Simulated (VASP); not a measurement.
Set up this calculation in VASP 6.6.1, as the native input.

* Task: single point
* Functional: PBE
* Potentials or basis: VASP PAW PBE potentials, release 64 (Ca_sv)
* Cutoff: 520 eV
* k mesh: 8 × 8 × 8
* Occupations: fermi-dirac, width 0.05 eV
* Spin: no spin polarisation
* Dipole correction: no
* Further INCAR settings: ALGO = Normal; EDIFF = 1e-06; NBANDS = 11

The structure of Ca lies in POSCAR:

```
Ca
1.0
    0.0000000000      2.4668183201      2.4668183201
    2.4668183201      0.0000000000      2.4668183201
    2.4668183201      2.4668183201      0.0000000000
Ca
1
Direct
    0.0000000000      0.0000000000      0.0000000000
```

The input as run:

INCAR

```
ALGO     = Normal         # electronic algorithm
EDIFF    = 1E-6           # SCF threshold, eV
ENCUT    = 520            # plane-wave cutoff, eV
GGA      = PE             # functional
ISIF     = 2              # what is computed and relaxed
ISMEAR   = -1             # smearing method
LASPH    = True           # aspherical terms in the spheres
LCHARG   = False          # write CHGCAR
LREAL    = False          # projectors in reciprocal space
LWAVE    = False          # write WAVECAR
NBANDS   = 11             # bands
NELM     = 60             # most SCF steps
PREC     = Accurate       # precision mode
SIGMA    = 0.05           # smearing width, eV
```

KPOINTS

```
k-points
0
Gamma
  8 8 8
```

Potentials or basis: VASP PAW PBE potentials, release 64 (Ca_sv).

Command:

```bash
$ cat potpaw_PBE.64/Ca_sv/POTCAR > POTCAR
$ mpirun -np 1 vasp_std > vasp.out
```

It gave:

```json
{
  "Pressure": "10.0 GPa",
  "Band gap on the k mesh": "0.15 eV, indirect (least direct gap 0.39 eV)"
}
```

It took 4.7 s on 1 thread of Intel(R) Xeon(R) 6975P-C (Granite Rapids), with other jobs on the host, peak memory 0.15 GiB.
